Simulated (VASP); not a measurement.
SnTe, 2 atoms in the cell. The structure is cubic, space group Fm-3m (No. 225). The conventional cell has a = 6.302 Å, b = 6.302 Å, c = 6.302 Å, α = 90.00°, β = 90.00°, γ = 90.00°. Te (site symmetry m-3m) has 6 Sn at 3.15 Å within 4.1 Å. Sn (site symmetry m-3m) has 6 Te at 3.15 Å within 4.1 Å. 

| Quantity | Value |
| --- | --- |
| Program | VASP 6.6.1 |
| Task | single point |
| Functional | LDA |
| Potentials or basis | VASP PAW LDA potentials, release 64 (Te, Sn_d) |
| Cutoff | 520 eV |
| k mesh | 5 × 5 × 5 |
| Occupations | fermi-dirac, width 0.05 eV |
| Spin | non-collinear spin, zero start, spin-orbit coupling |
| Starting moments | [[0.0, 0.0, 0.0], [0.0, 0.0, 0.0]] μB |
| Dipole correction | no |
| Further INCAR settings | ALGO = Normal; EDIFF = 1e-06; NBANDS = 32 |

Potentials or basis: VASP PAW LDA potentials, release 64 (Te, Sn_d).

The run is started by

```sh
$ cat potpaw_LDA.64/Te/POTCAR potpaw_LDA.64/Sn_d/POTCAR > POTCAR
$ mpirun -np 1 vasp_ncl > vasp.out
```

Hardware: 1 thread of Intel Xeon 8259CL (shared host).

**Question.** Estimate the wall time of this run.

**Answer.** It took 64 s on 1 thread of Intel Xeon 8259CL, with other jobs on the host, peak memory 0.29 GiB. Counts: scf iterations 11, k points 10.
